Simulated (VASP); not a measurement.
# Sr (Fm-3m) in VASP: a series of runs, part 2 of 2

VASP 6.6.1. Earlier steps stand in the parts before.

## (3) Single point, r2SCAN

This run uses another cell than the first one, of 56.32 Å³/atom, 1.020 times its volume.

The input, POSCAR:

```
Sr
1.0
    0.0000000000      3.0423500000      3.0423500000
    3.0423500000      0.0000000000      3.0423500000
    3.0423500000      3.0423500000      0.0000000000
Sr
1
Direct
    0.0000000000      0.0000000000      0.0000000000
```

The input, INCAR.step1:

```
  PREC = Accurate
  ENCUT = 520
  ISMEAR = -1
  SIGMA = 0.05
  LREAL = False
  LASPH = True
  NELM = 60
  NBANDS = 11
  GGA = PE
  ALGO = Normal
  EDIFF = 1E-4
  LWAVE = True
  LCHARG = False
```

The input, INCAR.step2:

```
  PREC = Accurate
  ENCUT = 520
  EDIFF = 1E-6
  ISMEAR = -1
  SIGMA = 0.05
  LREAL = False
  LASPH = True
  NELM = 60
  ALGO = Normal
  ISIF = 2
  LWAVE = False
  LCHARG = False
  METAGGA = R2SCAN
  LMIXTAU = True
  NBANDS = 11
  ISTART = 1
```

The input, KPOINTS:

```
Automatic mesh
0
Gamma
  6 6 6
```

Potentials or basis: VASP PAW PBE potentials, release 64 (Sr_sv).

Launch:

```sh
$ cat potpaw_PBE.64/Sr_sv/POTCAR > POTCAR
$ cp INCAR.step1 INCAR
$ mpirun -np 1 vasp_std > vasp.out
$ cp INCAR.step2 INCAR
$ mpirun -np 1 vasp_std > vasp.out
```

OUTCAR:

```text
PREC = Accurate
   ENCUT = 520
   EDIFF = 1E-6
   ISMEAR = -1
   LREAL = False
   LASPH = True
   NELM = 60
   ISIF = 2
   METAGGA = R2SCAN
   ISTART = 1

 ion  position               nearest neighbor table
   1  0.000  0.000  0.000-

  LATTYP: Found a face centered cubic cell.
 ALAT       =     6.0847000000

  Lattice vectors:

 A1 = (   0.0000000000,   3.0423500000,   3.0423500000)
 A2 = (   3.0423500000,   0.0000000000,   3.0423500000)
 A3 = (   3.0423500000,   3.0423500000,   0.0000000000)

Analysis of symmetry for initial positions (statically):
=====================================================================
 Subroutine PRICEL returns:
 Original cell was already a primitive cell.

 Routine SETGRP: Setting up the symmetry group for a
 face centered cubic supercell.

 Subroutine GETGRP returns: Found 48 space group operations
 (whereof 48 operations were pure point group operations)
 out of a pool of 48 trial point group operations.

The static configuration has the point symmetry O_h .

Analysis of symmetry for dynamics (positions and initial velocities):
=====================================================================
 Subroutine PRICEL returns:
 Original cell was already a primitive cell.

 Routine SETGRP: Setting up the symmetry group for a
 face centered cubic supercell.

 Subroutine GETGRP returns: Found 48 space group operations
 (whereof 48 operations were pure point group operations)
 out of a pool of 48 trial point group operations.

The dynamic configuration has the point symmetry O_h .

 Subroutine INISYM returns: Found 48 space group operations
 (whereof 48 operations are pure point group operations),
 and found     1 'primitive' translations

----------------------------------------------------------------------------------------

                                     Primitive cell

  volume of cell :      56.3193

  direct lattice vectors                    reciprocal lattice vectors
     0.000000000  3.042350000  3.042350000    -0.164346640  0.164346640  0.164346640
     3.042350000  0.000000000  3.042350000     0.164346640 -0.164346640  0.164346640
     3.042350000  3.042350000  0.000000000     0.164346640  0.164346640 -0.164346640

  length of vectors
     4.302532631  4.302532631  4.302532631     0.284656730  0.284656730  0.284656730

  position of ions in fractional coordinates (direct lattice)
     0.000000000  0.000000000  0.000000000

  ion indices of the primitive-cell ions
   primitive index   ion index
                 1           1

----------------------------------------------------------------------------------------

 KPOINTS: Automatic mesh

Automatic generation of k-mesh.
 Grid dimensions read from file:
 generate k-points for:    6    6    6

 Generating k-lattice:

  Cartesian coordinates                     Fractional coordinates (reciprocal lattice)
    -0.027391107  0.027391107  0.027391107     0.166666667  0.000000000  0.000000000
     0.027391107 -0.027391107  0.027391107     0.000000000  0.166666667  0.000000000
     0.027391107  0.027391107 -0.027391107     0.000000000  0.000000000  0.166666667

  Length of vectors
     0.047442788  0.047442788  0.047442788

  Shift w.r.t. Gamma in fractional coordinates (k-lattice)
     0.000000000  0.000000000  0.000000000

 Subroutine IBZKPT returns following result:
 ===========================================

 Found     16 irreducible k-points:

 Following reciprocal coordinates:
            Coordinates               Weight
  0.000000  0.000000  0.000000      1.000000
  0.166667  0.000000  0.000000      8.000000
  0.333333  0.000000  0.000000      8.000000
  0.500000  0.000000  0.000000      4.000000
  0.166667  0.166667  0.000000      6.000000
  0.333333  0.166667  0.000000     24.000000
[... 8 lines left out ...]
 -0.333333  0.333333  0.166667     24.000000
 -0.333333  0.500000  0.166667     12.000000
   k-points           NKPTS =     16   k-points in BZ     NKDIM =     16   number of bands    NBANDS=     11
   number of dos      NEDOS =    301   number of ions     NIONS =      1
   total plane-waves  NPLWV =  32768
   dimension x,y,z NGX =    32 NGY =   32 NGZ =   32
   dimension x,y,z NGXF=    64 NGYF=   64 NGZF=   64
   ions per type =               1
   NGX,Y,Z   is equivalent  to a cutoff of  12.36, 12.36, 12.36 a.u.
   NGXF,Y,Z  is equivalent  to a cutoff of  24.73, 24.73, 24.73 a.u.
 SYSTEM =  unknown system
   PREC   = accura    normal or accurate (medium, high low for compatibility)
   ISTART =      1    job   : 0-new  1-cont  2-samecut
   ICHARG =      0    charge: 1-file 2-atom 10-const
   ISPIN  =      1    spin polarized calculation?
   LNONCOLLINEAR =      F non collinear calculations
   LSORBIT =      F    spin-orbit coupling
   LASPH  =      T    aspherical Exc in radial PAW
   ENCUT  =  520.0 eV  38.22 Ry    6.18 a.u.   8.00  8.00  8.00*2*pi/ulx,y,z
   NELM   =     60;   NELMIN=  2; NELMDL=  0     # of ELM steps
   EDIFF  = 0.1E-05   stopping-criterion for ELM
   LREAL  =      F    real-space projection
   EDIFFG = 0.1E-04   stopping-criterion for IOM
   NSW    =      0    number of steps for IOM
   IBRION =     -1    ionic relax: 0-MD 1-quasi-New 2-CG
   NFREE  =      0    steps in history (QN), initial steepest desc. (CG)
   ISIF   =      2    stress and relaxation
   ISYM   =      2    0-nonsym 1-usesym 2-fastsym
   POTIM  = 0.5000    time-step for ionic-motion
   TEBEG  =    0.0;   TEEND  =   0.0 temperature during run
   PSTRESS=    0.0 pullay stress
   NELECT =      10.0000    total number of electrons
   NUPDOWN=      -1.0000    fix difference up-down
   EMIN   =  10.00;   EMAX   =-10.00  energy-range for DOS
   EFERMI =   0.00;   METHOD = LEGACY
   ISMEAR =    -1;   SIGMA  =   0.05  broadening in eV -4-tet -1-fermi 0-gaus
   EFERMI_NEDOS =   21; number of points for ismear=-14 and -15
   IALGO  =     38    algorithm
   IMIX   =      4    mixing-type and parameters
     AMIX     =   0.40;   BMIX     =  1.00
     AMIX_MAG =   1.60;   BMIX_MAG =  1.00
  volume/ion in A,a.u.               =      56.32       380.06
  Fermi-wavevector in a.u.,A,eV,Ry     =   0.920144  1.738819 11.519569  0.846664
  Thomas-Fermi vector in A             =   2.045416
   LORBIT       =      0    0 simple, 1 ext, 2 COOP (PROOUT), +10 PAW based schemes
   METAGGA = R2SCAN    functional components
   LHFCALC =     F    Hartree Fock is set to
   AEXX    =    0.0000 exact exchange contribution
   IVDW    =     0    specifies the selected vdW correction
   LEPSILON=     F    determine dielectric tensor
   LRPA    =     F    only Hartree local field effects (RPA)
 non-spin polarized calculation
  energy-cutoff  :      520.00
  volume of cell :       56.32
 maximum number of plane-waves:      1527
   NGX = 15   NGY = 15   NGZ = 15

 number of electron      10.0000000 magnetization

 Free energy of the ion-electron system (eV)
  ---------------------------------------------------
  ext. energy  EPLUGINS =         0.00000000
  ---------------------------------------------------
  free energy    TOTEN  =       -15.08347721 eV

  energy without entropy =      -15.06419683  energy(sigma->0) =      -15.07383702

 E-fermi :   1.5420     XC(G=0):  -7.7120

 val. band max:        1.5264971310   @ k =  -0.3333   0.3333   0.1667
 cond. band min:       1.5903270818   @ k =  -0.3333   0.3333   0.1667
 fundamental gap:      0.0638299508
 Fermi energy:         1.5419786459

 k-point     1 :       0.0000    0.0000    0.0000
  band No.  band energies     occupation
      1     -36.5448      2.00000
      2     -17.8077      2.00000
      3     -17.8077      2.00000
      4     -17.8077      2.00000
      5      -2.2683      2.00000
      6       4.2010      0.00000
      7       4.2010      0.00000
      8       4.2010      0.00000
      9       5.7060      0.00000
     10       5.7060      0.00000
     11       8.9670      0.00000
[... 197 lines left out ...]
 k-point    16 :      -0.3333    0.5000    0.1667
  band No.  band energies     occupation
      1     -36.5267      2.00000
      2     -17.9573      2.00000
      3     -17.9029      2.00000
      4     -17.8770      2.00000
      5       1.4153      1.85304
      6       2.1122      0.00002
      7       2.3493      0.00000
      8       4.6061      0.00000
      9       7.0767      0.00000
     10       7.2979      0.00000
     11       7.3259      0.00000

------------------------ aborting loop because EDIFF is reached ----------------------------------------

  FORCE on cell =-STRESS in cart. coord.  units (eV):
  Direction    XX          YY          ZZ          XY          YZ          ZX
  --------------------------------------------------------------------------------------
  -------------------------------------------------------------------------------------
  Total        0.0301528      0.0301528      0.0301528     -0.0000000      0.0000000     -0.0000000
  in kB        0.8577885      0.8577885      0.8577885     -0.0000000      0.0000000     -0.0000000
  external PRESSURE =       0.8577885 kB  Pullay stress =       0.0000000 kB

 VOLUME and BASIS-vectors are now :
 -----------------------------------------------------------------------------
  energy-cutoff  :      520.00
  volume of cell :       56.32
      direct lattice vectors                 reciprocal lattice vectors
     0.000000000  3.042350000  3.042350000    -0.164346640  0.164346640  0.164346640
     3.042350000  0.000000000  3.042350000     0.164346640 -0.164346640  0.164346640
     3.042350000  3.042350000  0.000000000     0.164346640  0.164346640 -0.164346640

 POSITION                                       TOTAL-FORCE (eV/Angst)
 -----------------------------------------------------------------------------------
      0.00000      0.00000      0.00000         0.000000     -0.000000      0.000000
 -----------------------------------------------------------------------------------
    total drift:                                0.000000      0.000000     -0.000000

  FREE ENERGIE OF THE ION-ELECTRON SYSTEM (eV)
  ---------------------------------------------------
  free  energy   TOTEN  =       -15.0834772057 eV

  energy  without entropy=      -15.0641968303  energy(sigma->0) =      -15.07383702
```

OUTCAR.step1:

```text
PREC = Accurate
   ENCUT = 520
   ISMEAR = -1
   LREAL = False
   LASPH = True
   NELM = 60
[... 427 lines left out ...]
 POSITION                                       TOTAL-FORCE (eV/Angst)
 -----------------------------------------------------------------------------------
      0.00000      0.00000      0.00000        -0.000000     -0.000000      0.000000
 -----------------------------------------------------------------------------------
    total drift:                                0.000000      0.000000      0.000000

  FREE ENERGIE OF THE ION-ELECTRON SYSTEM (eV)
  ---------------------------------------------------
  free  energy   TOTEN  =        -1.6212305764 eV

  energy  without entropy=       -1.6016556215  energy(sigma->0) =       -1.61144310
```

Run time: 20 s. Hardware: 1 thread of AMD EPYC 7R13, shared host; peak memory 0.18 GiB.

Results:

```yaml
Free_energy: -15.0835 eV
Pressure: 0.1 GPa
Band_gap_on_the_k_mesh: zero (band 5 reaches 1.53 eV, above the bottom of band 6 at 1.47 eV)
```

Caveat: the PAW data sets were made with another functional, which shifts forces and pressure a little.
